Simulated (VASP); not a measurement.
Ga, 1 atom in the cell. It takes space group Fm-3m (No. 225, cubic). Conventional cell: a = 4.280 Å, b = 4.280 Å, c = 4.280 Å, α = 90.00°, β = 90.00°, γ = 90.00°. Within 4.0 Å of Ga (site symmetry m-3m) lie 12 Ga at 3.03 Å. 

```yaml
Program: VASP 6.6.1
Task: single point
Functional: PBE
Potentials_or_basis: VASP PAW PBE potentials, release 64 (Ga_d)
Cutoff: 500 eV
k_mesh: 8 × 8 × 8
Occupations: gaussian, width 0.05 eV
Spin: no spin polarisation
Dipole_correction: no
Further_INCAR_settings: ALGO = Normal; EDIFF = 1e-06; NBANDS = 12
```

Potentials or basis: VASP PAW PBE potentials, release 64 (Ga_d).

The run is started by

```console
$ cat potpaw_PBE.64/Ga_d/POTCAR > POTCAR
$ mpirun -np 1 vasp_std > vasp.out
```

Hardware: 1 thread of Intel Xeon 6975P-C, with other jobs on the host.

Problem. How long does it take, and how much memory?

Solution. Run time: 3.3 s on 1 thread of Intel Xeon 6975P-C, with other jobs on the host, peak memory 0.14 GiB. Counts: scf iterations 10, k points 29.
